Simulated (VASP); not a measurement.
A run of VASP 6.6.1 is set up as follows.

INCAR

```
  ALGO = Fast
  EDIFF = 1E-6
  ENCUT = 520
  GGA = PE
  ISIF = 2
  ISMEAR = 0
  LASPH = True
  LCHARG = True
  LELF = True
  LREAL = False
  LVHAR = True
  LWAVE = False
  NBANDS = 54
  NELM = 100
  PREC = Accurate
  SIGMA = 0.1
```

The input KPOINTS:

```
k-points
0
Gamma
  6 6 6
```

The input POSCAR:

```
GaSn4S3
1.0
    5.8262488520      0.0050049650      0.0137098947
   -0.0484162277      5.8294304399      0.0029884983
   -0.0266700876     -0.0324382829      5.8730443678
Ga Sn S
1 4 3
Direct
    0.9963365275      0.9990483826      0.0110930294
    0.0131687762      0.0174594024      0.5062820398
    0.5114086193      0.4910747456      0.5056587096
    0.0173756562      0.4989721681      0.9800080952
    0.4986968577      0.9807592348      0.9804251158
    0.4839475053      0.0127692931      0.5230392520
    0.9925878588      0.4876034057      0.5229230707
    0.4864781989      0.5123133676      0.9705706875
```

Potentials or basis: VASP PAW PBE potentials, release 64 (Ga_d, Sn_d, S).

Command:

```bash
$ cat potpaw_PBE.64/Ga_d/POTCAR potpaw_PBE.64/Sn_d/POTCAR potpaw_PBE.64/S/POTCAR > POTCAR
$ mpirun -np 1 vasp_std > vasp.out
```

Predict the band gap on the k mesh.

zero (an odd number of electrons rules out a gap without spin polarisation).

Predict the pressure.

0.0 GPa.

What does it give for the largest force?

0.005 eV/Å.

Forces on the atoms (eV/Å):
```
Ga  -0.002  0.000  0.001
Sn  -0.001  0.001 -0.001
Sn  -0.002  0.004 -0.002
Sn   0.000  0.000 -0.004
Sn  -0.002  0.000 -0.001
S    0.003 -0.002  0.000
S    0.002 -0.001  0.002
S    0.002 -0.001  0.003
```

Caveat: spin-orbit coupling is left out, which moves the levels of the heavy elements.
